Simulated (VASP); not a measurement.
AlN: single point with r2SCAN

AlN:

```
CELL_PARAMETERS angstrom
3.27960 0.00000 0.00000
-1.63980 2.84022 0.00000
0.00000 0.00000 4.46721
ATOMIC_POSITIONS crystal
Al 0.33333 0.66667 0.00169
Al 0.66667 0.33333 0.50169
N 0.33333 0.66667 0.38331
N 0.66667 0.33333 0.88331
```

This cell differs from its parent crystal: ratio of the length along z to the lengths across it x 0.85, volume and fractional coordinates fixed.

```
Program                : VASP 6.6.1
Task                   : single point
Functional             : r2SCAN
Potentials or basis    : VASP PAW PBE potentials, release 64 (Al, N)
Cutoff                 : 520 eV
k mesh                 : 12 × 12 × 6
Occupations            : gaussian, width 0.05 eV
Spin                   : no spin polarisation
Dipole correction      : no
Further INCAR settings : ALGO = Normal; EDIFF = 1e-06; NBANDS = 16
```

The pressure is 5.7 GPa. The largest force is 3.641 eV/Å and the band gap on the k mesh is 4.46 eV, direct.

Forces in eV/Å, atoms in the order of the input:
```
Al   0.000  0.000 -3.641
Al   0.000  0.000 -3.641
N    0.000  0.000  3.641
N    0.000  0.000  3.641
```

Stress tensor (GPa, compression positive):
```
-19.21   0.00   0.00
  0.00 -19.21   0.00
  0.00   0.00  55.49
```

Levels at points of the mesh, in eV from the valence-band top:
```tsv
k point	band 6	band 7	band 8	band 9	band 10	band 11
(0.00, 0.00, 0.00)	-0.62	-0.62	0.00	4.46	5.88	10.34
(0.50, 0.00, 0.00)	-3.09	-1.97	-0.75	5.46	7.34	8.59
(0.00, 0.00, 0.50)	-1.26	-1.26	-1.26	6.36	6.36	10.62
(0.50, 0.00, 0.50)	-2.10	-1.20	-1.20	6.04	6.04	10.53
```

It took 82 s on 1 thread of AMD EPYC 9R45 96-Core Processor (Zen 5) (shared host), peak memory 0.15 GiB.

Caveat: the PAW data sets were made with another functional, which shifts forces and pressure a little. A k mesh can miss the band edges.
